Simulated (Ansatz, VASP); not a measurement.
KCl: VASP beside Ansatz

```xyz
4
Lattice="5.3438 0.1069 0.0000 -2.5793 4.5744 0.0000 0.0000 0.0000 6.2392" Properties=species:S:1:pos:R:3 pbc="T T T"
K     0.0329    3.0858   -0.3899
K     2.7316    1.5955    2.7296
Cl    0.0312    3.0858    2.7296
Cl    2.7332    1.5955    5.8492
```

Change from the starting cell: shear_xy strain +4.0%.

Alike in both runs: task single point; functional r2SCAN; k mesh 6 × 6 × 4; no spin polarisation.

```csv
,VASP,Ansatz
version,VASP 6.6.1,Ansatz 0.2.0
potentials or method,"VASP PAW PBE potentials, release 64 (K_sv, Cl)","plane waves, PAW"
plane-wave cutoff (eV),520,500
occupations,"gaussian, width 0.01 eV",fixed
valence electrons in the cell,32,32
```

```tsv
	VASP	Ansatz	Ansatz less VASP
gap on the k mesh at the Fermi level (eV)	5.35	5.35	-0.002
pressure (GPa)	0.0	0.0	+0.02
```

VASP's potentials were made for PBE, not for r2SCAN.
